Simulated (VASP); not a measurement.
**CdS: single point with LDA**

The system is CdS.

```
Cd S
1.0
     4.26117    0.00000    0.00000
    -2.13058    3.69028    0.00000
     0.00000    0.00000    5.80417
Cd S
1 1
Direct
  0.00000 0.00000 0.44269
  0.74795 0.37397 0.43329
```

This cell differs from its parent crystal: all S atoms moved -0.300 Å, as atom 2 towards its neighbour atom 1 (Cd) at 2.461 Å.

| Quantity | Value |
| --- | --- |
| Program | VASP 6.6.1 |
| Task | single point |
| Functional | LDA |
| Potentials or basis | VASP PAW LDA potentials, release 64 (Cd, S) |
| Cutoff | 520 eV |
| k mesh | 9 × 9 × 6 |
| Occupations | gaussian, width 0.05 eV |
| Spin | no spin polarisation |

```json
{
  "Pressure": "-0.8 GPa",
  "Largest force": "1.266 eV/Å",
  "Band gap on the k mesh": "1.13 eV (least direct gap 1.15 eV)"
}
```

Forces on the atoms (eV/Å):
```
Cd   1.097  0.633  0.002
S   -1.097 -0.633 -0.002
```

Stress tensor (GPa, compression positive):
```
-2.61 -2.51  0.11
-2.51  0.28  0.06
 0.11  0.06 -0.11
```

Levels at points of the mesh, in eV from the valence-band top:
| k point | band 6 | band 7 | band 8 | band 9 | band 10 | band 11 | band 12 | band 13 |
| --- | --- | --- | --- | --- | --- | --- | --- | --- |
| (0.00, 0.00, 0.00) | -7.31 | -1.40 | -0.92 | -0.02 | 1.13 | 5.18 | 5.94 | 6.54 |
| (0.00, 0.00, 0.50) | -7.30 | -1.62 | -0.92 | 0.00 | 1.39 | 4.64 | 5.99 | 7.35 |

It took 2.1 min on 1 thread of AMD EPYC 9R14 (Zen 4), with other jobs on the host, peak memory 0.29 GiB.

Caveat: the cell differs from its parent crystal (all S atoms moved -0.300 Å, as atom 2 towards its neighbour atom 1 (Cd) at 2.461 Å); an odd mesh through Γ misses points on the zone boundary, where band edges can lie; forces of over 1 eV/Å act on the atoms, so gaps and moduli don't describe the material at rest.
